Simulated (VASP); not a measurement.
Here is a VASP 6.6.1 calculation.

File INCAR:

```
ALGO = Normal
EDIFF = 1E-6
ENCUT = 400
GGA = PE
GGA_COMPAT = F
ISIF = 2
ISMEAR = 0
LASPH = T
LCHARG = T
LORBIT = 11
LORBMOM = T
LREAL = F
LSORBIT = T
LVHAR = T
LWAVE = F
MAGMOM = 0 0 0 0 0 0
NBANDS = 26
NELM = 200
NELMDL = -8
PREC = Accurate
SIGMA = 0.01
```

The input KPOINTS:

```
k-points
0
Gamma
  1 1 1
```

Contents of POSCAR:

```
Cl
1.0
   12.0000000000      0.0000000000      0.0000000000
    0.0000000000     12.2000000000      0.0000000000
    0.0000000000      0.0000000000     12.4000000000
Cl
2
Direct
    0.5000000000      0.5000000000      0.4191929479
    0.5000000000      0.5000000000      0.5808070521
```

Potentials or basis: VASP PAW PBE potentials, release 64 (Cl).

Run with:

```console
$ cat potpaw_PBE.64/Cl/POTCAR > POTCAR
$ mpirun -np 1 vasp_ncl > vasp.out
```

Estimate the largest force.

0.188 eV/Å.

Estimate the net moment.

0.00 μB per cell.

Forces on the atoms (eV/Å):
```
Cl   0.000  0.000  0.188
Cl   0.000  0.000 -0.188
```
